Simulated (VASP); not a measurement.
# TiO (F-43m) in VASP: notebook, part 2 of 2

VASP 6.6.1. Earlier steps stand in the parts before.

### 5 Single point, r2SCAN

This run uses another cell than the first one, of 12.23 Å³/atom.

Contents of POSCAR:

```
TiO
1.0
    0.0000000000      2.3040873622      2.3040873622
    2.3040873622      0.0000000000      2.3040873622
    2.3040873622      2.3040873622      0.0000000000
Ti O
1 1
Direct
    0.0000000000      0.0000000000      0.0000000000
    0.2500000000      0.2500000000      0.2500000000
```

Contents of INCAR.step1:

```
SYSTEM = TiO
PREC = Accurate
ENCUT = 520
ISMEAR = 0
SIGMA = 0.1
LREAL = .FALSE.
LASPH = .TRUE.
NELM = 80
NBANDS = 16
GGA = PE
ALGO = Normal
EDIFF = 1E-4
LWAVE = .TRUE.
LCHARG = .FALSE.
```

Contents of INCAR.step2:

```
SYSTEM = TiO
PREC = Accurate
ENCUT = 520
EDIFF = 1E-6
ISMEAR = 0
SIGMA = 0.1
LREAL = .FALSE.
LASPH = .TRUE.
NELM = 80
ALGO = Normal
ISIF = 2
LWAVE = .FALSE.
LCHARG = .FALSE.
METAGGA = R2SCAN
LMIXTAU = .TRUE.
NBANDS = 16
ISTART = 1
```

Contents of KPOINTS:

```
regular mesh
0
G
  16 16 16
  0 0 0
```

Potentials or basis: VASP PAW PBE potentials, release 64 (Ti_sv, O).

Command:

```bash
cat potpaw_PBE.64/Ti_sv/POTCAR potpaw_PBE.64/O/POTCAR > POTCAR
cp INCAR.step1 INCAR
mpirun -np 1 vasp_std > vasp.out
cp INCAR.step2 INCAR
mpirun -np 1 vasp_std > vasp.out
```

OUTCAR:

```text
SYSTEM = TiO
   PREC = Accurate
   ENCUT = 520
   EDIFF = 1E-6
   ISMEAR = 0
   LREAL = .FALSE.
   LASPH = .TRUE.
   NELM = 80
   ISIF = 2
   METAGGA = R2SCAN
   ISTART = 1

 ion  position               nearest neighbor table
   1  0.000  0.000  0.000-   2 2.00   2 2.00   2 2.00   2 2.00
   2  0.250  0.250  0.250-   1 2.00   1 2.00   1 2.00   1 2.00

  LATTYP: Found a face centered cubic cell.
 ALAT       =     4.6081747244

  Lattice vectors:

 A1 = (   0.0000000000,   2.3040873622,   2.3040873622)
 A2 = (   2.3040873622,   0.0000000000,   2.3040873622)
 A3 = (   2.3040873622,   2.3040873622,   0.0000000000)

Analysis of symmetry for initial positions (statically):
=====================================================================
 Subroutine PRICEL returns:
 Original cell was already a primitive cell.

 Routine SETGRP: Setting up the symmetry group for a
 face centered cubic supercell.

 Subroutine GETGRP returns: Found 24 space group operations
 (whereof 24 operations were pure point group operations)
 out of a pool of 48 trial point group operations.

The static configuration has the point symmetry T_d .
[... 160 lines left out ...]

 E-fermi :   8.9729     XC(G=0): -12.1236

 val. band max:        8.9728690565   @ k =  -0.2500   0.1875   0.0000
 cond. band min:       8.9854192917   @ k =  -0.2500   0.3750   0.1250
 fundamental gap:      0.0125502351
 Fermi energy:         8.9729213533

 k-point     1 :       0.0000    0.0000    0.0000
  band No.  band energies     occupation
      1     -51.6046      2.00000
      2     -26.7138      2.00000
      3     -26.7138      2.00000
      4     -26.7138      2.00000
      5     -13.9264      2.00000
      6       1.1409      2.00000
[... 433 lines left out ...]
      3     -26.7228      2.00000
      4     -26.7164      2.00000
      5     -13.8626      2.00000
      6       0.9972      2.00000
[... 8 lines left out ...]
     15      22.1935      0.00000
     16      23.1912      0.00000

 [... further k-points ...]

------------------------ aborting loop because EDIFF is reached ----------------------------------------

  FORCE on cell =-STRESS in cart. coord.  units (eV):
  Direction    XX          YY          ZZ          XY          YZ          ZX
  --------------------------------------------------------------------------------------
  -------------------------------------------------------------------------------------
  Total        0.1872697      0.1872697      0.1872697      0.0000000     -0.0000000      0.0000000
  in kB       12.2645427     12.2645427     12.2645427      0.0000000     -0.0000000      0.0000000
  external PRESSURE =      12.2645427 kB  Pullay stress =       0.0000000 kB

 VOLUME and BASIS-vectors are now :
 -----------------------------------------------------------------------------
  energy-cutoff  :      520.00
  volume of cell :       24.46
      direct lattice vectors                 reciprocal lattice vectors
     0.000000000  2.304087362  2.304087362    -0.217005661  0.217005661  0.217005661
     2.304087362  0.000000000  2.304087362     0.217005661 -0.217005661  0.217005661
     2.304087362  2.304087362  0.000000000     0.217005661  0.217005661 -0.217005661

 POSITION                                       TOTAL-FORCE (eV/Angst)
 -----------------------------------------------------------------------------------
      0.00000      0.00000      0.00000        -0.000000     -0.000000     -0.000000
      1.15204      1.15204      1.15204         0.000000      0.000000      0.000000
 -----------------------------------------------------------------------------------
    total drift:                                0.000000      0.000000      0.000000

  FREE ENERGIE OF THE ION-ELECTRON SYSTEM (eV)
  ---------------------------------------------------
  free  energy   TOTEN  =       -23.6434064723 eV

  energy  without entropy=      -23.6320675489  energy(sigma->0) =      -23.63773701
```

OSZICAR.step1:

```text
N       E                     dE             d eps       ncg     rms          rms(c)
DAV:   1     0.163507331504E+03    0.16351E+03   -0.95898E+03  4640   0.133E+03
DAV:   2    -0.101887523283E+02   -0.17370E+03   -0.16615E+03  5104   0.363E+02
DAV:   3    -0.208830395931E+02   -0.10694E+02   -0.10597E+02  5776   0.937E+01
DAV:   4    -0.212133533743E+02   -0.33031E+00   -0.32994E+00  6112   0.151E+01
DAV:   5    -0.212215290151E+02   -0.81756E-02   -0.81754E-02  5656   0.216E+00    0.159E+01
DAV:   6    -0.177897795617E+02    0.34317E+01   -0.24181E+01  5992   0.570E+01    0.777E+00
DAV:   7    -0.171691637279E+02    0.62062E+00   -0.28204E+00  6064   0.200E+01    0.421E+00
DAV:   8    -0.172125185100E+02   -0.43355E-01   -0.52926E-01  6968   0.832E+00    0.265E+00
DAV:   9    -0.171467927813E+02    0.65726E-01   -0.16837E-01  5616   0.505E+00    0.362E-01
DAV:  10    -0.171474388243E+02   -0.64604E-03   -0.47274E-03  4952   0.656E-01    0.352E-01
DAV:  11    -0.171464359191E+02    0.10029E-02   -0.17880E-03  6464   0.517E-01    0.348E-02
DAV:  12    -0.171464484316E+02   -0.12512E-04   -0.94646E-05  3752   0.102E-01
   1 F= -.17146448E+02 E0= -.17140023E+02  d E =-.128500E-01
```

It took 6.7 min on 1 thread of Intel Xeon 8259CL, shared host; peak memory 0.16 GiB.

Results:

```
Free energy            : -23.6434 eV
Pressure               : 1.2 GPa
Band gap on the k mesh : zero (bands 9 and 10 overlap by 0.59 eV)
```

Caveat: the PAW data sets were made with another functional, which shifts forces and pressure a little; semilocal functionals often make such compounds metallic where correlation or magnetic order opens a gap, which also shifts bond lengths.

### 6 Relaxation of cell and atoms, r2SCAN, collinear spin

Contents of POSCAR:

```
TiO
1.0
    0.0000000000      2.2315829953      2.2315829953
    2.2315829953      0.0000000000      2.2315829953
    2.2315829953      2.2315829953      0.0000000000
Ti O
1 1
Direct
    0.0000000000      0.0000000000      0.0000000000
    0.2500000000      0.2500000000      0.2500000000
```

Contents of INCAR.step1:

```
ALGO = Normal
EDIFF = 1E-4
ENCUT = 600
GGA = PE
ISMEAR = 0
ISPIN = 2
LASPH = T
LCHARG = F
LMAXMIX = 4
LREAL = F
LWAVE = T
MAGMOM = 0.14 0
NELM = 150
PREC = Accurate
SIGMA = 0.1
```

Contents of INCAR.step2:

```
ALGO = Normal
EDIFF = 1E-6
EDIFFG = -0.05
ENCUT = 600
IBRION = 2
ISIF = 3
ISMEAR = 0
ISPIN = 2
ISTART = 1
LASPH = T
LCHARG = F
LMAXMIX = 4
LMIXTAU = T
LORBIT = 11
LREAL = F
LWAVE = F
MAGMOM = 0.14 0
METAGGA = R2SCAN
NELM = 150
NSW = 100
PREC = Accurate
SIGMA = 0.1
```

Contents of KPOINTS:

```
k-points
0
Gamma
  8 8 8
```

Potentials or basis: VASP PAW PBE potentials, release 64 (Ti_sv, O).

Command:

```bash
cat potpaw_PBE.64/Ti_sv/POTCAR potpaw_PBE.64/O/POTCAR > POTCAR
cp INCAR.step1 INCAR
mpirun -np 1 vasp_std > vasp.out
cp INCAR.step2 INCAR
mpirun -np 1 vasp_std > vasp.out
```

OUTCAR:

```text
EDIFF = 1E-6
   EDIFFG = -0.05
   ENCUT = 600
   IBRION = 2
   ISIF = 3
   ISMEAR = 0
   ISPIN = 2
   ISTART = 1
   LASPH = T
   LORBIT = 11
   LREAL = F
   METAGGA = R2SCAN
   NELM = 150
   NSW = 100
   PREC = Accurate

 ion  position               nearest neighbor table
   1  0.000  0.000  0.000-   2 1.93   2 1.93   2 1.93   2 1.93
   2  0.250  0.250  0.250-   1 1.93   1 1.93   1 1.93   1 1.93

  LATTYP: Found a face centered cubic cell.
 ALAT       =     4.4631659906

  Lattice vectors:

 A1 = (   0.0000000000,   2.2315829953,   2.2315829953)
 A2 = (   2.2315829953,   0.0000000000,   2.2315829953)
 A3 = (   2.2315829953,   2.2315829953,   0.0000000000)

Analysis of symmetry for initial positions (statically):
=====================================================================
 Subroutine PRICEL returns:
 Original cell was already a primitive cell.

 Routine SETGRP: Setting up the symmetry group for a
 face centered cubic supercell.

 Subroutine GETGRP returns: Found 24 space group operations
 (whereof 24 operations were pure point group operations)
 out of a pool of 48 trial point group operations.

The static configuration has the point symmetry T_d .

Analysis of symmetry for dynamics (positions and initial velocities):
=====================================================================
 Subroutine PRICEL returns:
 Original cell was already a primitive cell.

 Routine SETGRP: Setting up the symmetry group for a
 face centered cubic supercell.

 Subroutine GETGRP returns: Found 24 space group operations
 (whereof 24 operations were pure point group operations)
 out of a pool of 48 trial point group operations.

The dynamic configuration has the point symmetry T_d .

Analysis of structural, dynamic, and magnetic symmetry:
=====================================================================
 Subroutine PRICEL returns:
 Original cell was already a primitive cell.

 Routine SETGRP: Setting up the symmetry group for a
 face centered cubic supercell.

 Subroutine GETGRP returns: Found 24 space group operations
 (whereof 24 operations were pure point group operations)
 out of a pool of 48 trial point group operations.

The overall configuration has the point symmetry T_d .

[... 127 lines left out ...]
   LEPSILON=     F    determine dielectric tensor
   LRPA    =     F    only Hartree local field effects (RPA)
 conjugate gradient relaxation of ions
 spin polarized calculation
 Gauss-broadening in eV      SIGMA  =   0.10
  energy-cutoff  :      600.00
  volume of cell :       22.23
 maximum number of plane-waves:       754
 NGX is ok and might be reduce to    28
   NGX = 13   NGY = 13   NGZ = 13

--------------------------------------- Ionic step        1  -------------------------------------------

 number of electron      17.9999998 magnetization      -0.1895391

 Free energy of the ion-electron system (eV)
  ---------------------------------------------------
  ext. energy  EPLUGINS =         0.00000000
  ---------------------------------------------------
  free energy    TOTEN  =       -23.49102367 eV

  energy without entropy =      -23.48344585  energy(sigma->0) =      -23.48723476

 E-fermi :  10.1314     XC(G=0): -12.6703

 val. band max:       10.1252154175   @ k =  -0.1250   0.1250   0.0000
 cond. band min:      10.1371392336   @ k =   0.1250   0.1250   0.0000
 fundamental gap:      0.0119238162
 Fermi energy:        10.1314073544

 spin component 1

 k-point     1 :       0.0000    0.0000    0.0000
  band No.  band energies     occupation
      1     -50.1740      1.00000
      2     -25.2588      1.00000
      3     -25.2588      1.00000
      4     -25.2588      1.00000
      5     -13.3506      1.00000
      6       1.6884      1.00000
      7       1.6885      1.00000
      8       1.6885      1.00000
      9       8.9882      1.00000
     10      10.9294      0.00000
     11      10.9295      0.00000
     12      13.9862      0.00000
[... 828 lines left out ...]
--------------------------------------- Ionic step        3  -------------------------------------------

 number of electron      18.0000000 magnetization       0.2161986

 Free energy of the ion-electron system (eV)
  ---------------------------------------------------
  ext. energy  EPLUGINS =         0.00000000
  ---------------------------------------------------
  free energy    TOTEN  =       -23.65074025 eV

  energy without entropy =      -23.64123782  energy(sigma->0) =      -23.64598903

 E-fermi :   8.8343     XC(G=0): -12.0692

 val. band max:        8.8302351315   @ k =  -0.1250   0.1250   0.0000
 cond. band min:       8.8387292831   @ k =  -0.2500   0.5000   0.2500
 fundamental gap:      0.0084941515
 Fermi energy:         8.8342748788

 spin component 1

 k-point     1 :       0.0000    0.0000    0.0000
  band No.  band energies     occupation
      1     -51.8184      1.00000
      2     -26.9321      1.00000
      3     -26.9321      1.00000
      4     -26.9321      1.00000
      5     -13.9716      1.00000
      6       1.0856      1.00000
      7       1.0856      1.00000
      8       1.0856      1.00000
      9       7.5631      1.00000
     10       9.2200      0.00000
     11       9.2200      0.00000
     12      12.0476      0.00000
[... 786 lines left out ...]
  FREE ENERGIE OF THE ION-ELECTRON SYSTEM (eV)
  ---------------------------------------------------
  free  energy   TOTEN  =       -23.6507402488 eV

  energy  without entropy=      -23.6412378193  energy(sigma->0) =      -23.64598903

 reached required accuracy - stopping structural energy minimisation

 total charge

# of ion       s       p       d       tot
------------------------------------------
    1        2.158   6.175   1.915  10.248
    2        1.570   3.526   0.000   5.097
--------------------------------------------------
tot          3.728   9.702   1.915  15.345

 magnetization (x)

# of ion       s       p       d       tot
------------------------------------------
    1        0.002  -0.000   0.201   0.203
    2       -0.001  -0.009   0.000  -0.010
--------------------------------------------------
tot          0.001  -0.010   0.201   0.193
```

It took 10 min on 1 thread of Intel Xeon 8259CL, shared host; peak memory 0.17 GiB.

What came out:

```
Free energy                                           : -23.6507 eV
Relaxed volume                                        : 12.34 Å³/atom
Relaxed cell                                          : a = 3.268 Å, b = 3.268 Å, c = 3.268 Å, α = 60.00°, β = 60.00°, γ = 60.00°
Space group after relaxing (to 0.1 Å)                 : F-43m (No. 216)
Energy gained by relaxing                             : 79.9 meV/atom
Ionic steps                                           : 3
Pressure after relaxing                               : -0.5 GPa
Net moment                                            : 0.22 μB per cell
Site moments                                          : Ti +0.20; O -0.01 μB
Valence electrons inside the program's atomic spheres : Ti 10.25; O 5.10
```

Step by step:
```csv
step,energy change (eV),largest force (eV/Å),pressure (GPa),volume (Å³)
1,0.0000,0.0000,23.46,22.23
2,0.0378,0.0000,-17.35,27.88
3,-0.1597,0.0000,-0.51,24.68
```

Final structure:
```
Ti O
1.0
     0.00000    2.31092    2.31092
     2.31092    0.00000    2.31092
     2.31092    2.31092    0.00000
Ti O
1 1
Direct
  0.00000 0.00000 0.00000
  0.25000 0.25000 0.25000
```

Caveat: a moment this small can come from the mesh or the smearing; the PAW data sets were made with another functional, which shifts forces and pressure a little; semilocal functionals often make such compounds metallic where correlation or magnetic order opens a gap, which also shifts bond lengths.

### 7 Summary

| task | spin | cell | k mesh | cutoff (eV) | gap on the mesh (eV) | pressure (GPa) | moment (μB) |
| --- | --- | --- | --- | --- | --- | --- | --- |
| single point | collinear | a = 3.156 Å, angles 60.0°, 2 atoms | 8 × 8 × 8 | 520 | none | 23.6 | 0.19 |
| single point | collinear | a = 3.258 Å, angles 60.0°, 2 atoms | 8 × 8 × 8 | 520 | none | 1.2 | 0.21 |
| single point | off | a = 3.260 Å, angles 60.0°, 2 atoms | 16 × 16 × 16 | 520 | none | 1.0 | - |
| single point | off | a = 3.258 Å, angles 60.0°, 2 atoms | 16 × 16 × 16 | 520 | none | 1.2 | - |
| relaxation of cell and atoms | collinear | relaxed from a = 3.156 Å, angles 60.0°, 2 atoms | 8 × 8 × 8 | 600 | none | -0.5 | 0.22 |

Alike in all rows: level r2SCAN; potentials or basis VASP PAW PBE potentials, release 64 (Ti_sv, O); smearing gaussian 0.1 eV.

Caveats: the PAW data sets were made with another functional, which shifts forces and pressure a little; semilocal functionals often make such compounds metallic where correlation or magnetic order opens a gap, which also shifts bond lengths; a moment this small can come from the mesh or the smearing (at least some runs); the cell stands under pressure (at least some runs).

Total energies depend on the potentials used, so only differences within one code and one set of settings carry meaning.

The gap in the log of VASP goes by the Fermi energy; the results here count the filled bands.